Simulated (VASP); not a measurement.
Runs of VASP 6.6.1 on Al2O3. The structure is that of space group P-3m1 (No. 164), or close to it. The cells are those of the table. 

```tsv
cell	gap on the mesh (eV)	pressure (GPa)	largest force (eV/Å)
a = 2.969, b = 2.969, c = 7.825 Å, angles 90.0, 90.0, 120.0°, 5 atoms	1.76	-3.6	1.66
a = 3.250, b = 3.250, c = 6.528 Å, angles 90.0, 90.0, 120.0°, 5 atoms	2.93	18.5	13.38
a = 2.765, b = 2.765, c = 9.022 Å, angles 90.0, 90.0, 120.0°, 5 atoms	none	(b)	4.86
a = 3.059, b = 3.059, c = 7.371 Å, angles 90.0, 90.0, 120.0°, 5 atoms	2.70	-1.3	(c)
a = 2.840, b = 2.840, c = 8.554 Å, angles 90.0, 90.0, 120.0°, 5 atoms	(a)	0.3	4.34
```

Alike in all rows: task single point; level PBE+D3(BJ); potentials or basis VASP PAW PBE potentials, release 64 (Al, O); no spin polarisation; k mesh 12 × 12 × 4; cutoff (eV) 520; smearing gaussian 0.05 eV.

Question: Estimate the missing entries.

Answer: (a) 0.17; (b) 6.6; (c) 1.53.

Caveats: forces of over 1 eV/Å act on the atoms, so gaps and moduli don't describe the material at rest; pairwise dispersion overbinds metals, which lowers pressure and volume (some runs).

A k mesh can miss the band edges.

A gap of «none» marks levels without a gap at the run's occupations.
